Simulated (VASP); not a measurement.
Crystal: GaN.

```
Ga N
1.0
     0.00000    2.25350    2.25350
     2.25350    0.00000    2.25350
     2.25350    2.25350    0.00000
Ga N
1 1
Direct
  0.00000 0.00000 0.00000
  0.75000 0.75000 0.75000
```

Base run:

| Property | Result |
| --- | --- |
| Program | VASP 6.6.1 |
| Functional | r2SCAN |
| Potentials or basis | VASP PAW PBE potentials, release 64 (Ga_d, N) |
| Cutoff | 520 eV |
| k mesh | 10 × 10 × 10 |
| Occupations | gaussian, width 0.02 eV |
| Spin | no spin polarisation |

Its results: band gap on the k mesh 2.12 eV, direct; pressure -0.1 GPa.

Q: The run is repeated on the same cell with these changes: further incar settings from ALGO = Normal; EDIFF = 1e-06; NBANDS = 16 to ALGO = Normal; EDIFF = 1e-07; NBANDS = 16; dispersion from none to D3(BJ). What comes out?

A: Band gap on the k mesh 2.12 eV, direct; pressure -1.8 GPa.

Caveats: the PAW data sets were made with another functional, which shifts forces and pressure a little; three body term missing (some runs).

